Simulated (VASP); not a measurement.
Wanted: the native input for a VASP 6.6.1 run.

| Quantity | Value |
| --- | --- |
| Task | single point |
| Functional | PBE |
| Potentials or basis | VASP PAW PBE potentials, release 64 (Fe, Al) |
| Cutoff | 520 eV |
| k mesh | 8 × 8 × 8 |
| Occupations | fermi-dirac, width 0.05 eV |
| Spin | collinear spin, zero start |
| Starting moments | [0.0, 0.0] μB |
| Fixed moment | 0 μB |
| Dipole correction | no |
| Further INCAR settings | ALGO = Normal; EDIFF = 1e-06; NBANDS = 16 |

The structure of AlFe lies in POSCAR:

```
AlFe
1.0
    2.9100000000      0.0000000000      0.0000000000
    0.0000000000      2.9100000000      0.0000000000
    0.0000000000      0.0000000000      2.9100000000
Fe Al
1 1
Direct
    0.5000000000      0.5000000000      0.5000000000
    0.0000000000      0.0000000000      0.0000000000
```

The input as run:

INCAR

```
SYSTEM = AlFe
ALGO = Normal ; EDIFF = 1E-6
ENCUT = 520 ; GGA = PE
ISIF = 2 ; ISMEAR = -1
ISPIN = 2 ; LASPH = .TRUE.
LCHARG = .TRUE. ; LELF = .TRUE.
LMAXMIX = 4 ; LORBIT = 11
LREAL = .FALSE. ; LVHAR = .TRUE.
LWAVE = .FALSE. ; MAGMOM = 0 0
NBANDS = 16 ; NELM = 150
NUPDOWN = 0.0 ; PREC = Accurate
SIGMA = 0.05
```

KPOINTS

```
k-points
0
G
  8 8 8
  0 0 0
```

Potentials or basis: VASP PAW PBE potentials, release 64 (Fe, Al).

The run is started by

```console
$ cat potpaw_PBE.64/Fe/POTCAR potpaw_PBE.64/Al/POTCAR > POTCAR
$ mpirun -np 1 vasp_std > vasp.out
```

It gave:

| Quantity | Value |
| --- | --- |
| Pressure | -6.7 GPa |
| Net moment | 0.00 μB per cell |
| Valence electrons inside the program's atomic spheres | Fe 7.35; Al 0.81 |

Caveat: the total moment is fixed, so each spin has its own Fermi level.

It took 14 s on 1 thread of Intel(R) Xeon(R) Platinum 8488C (Sapphire Rapids), on a shared host, peak memory 0.16 GiB.
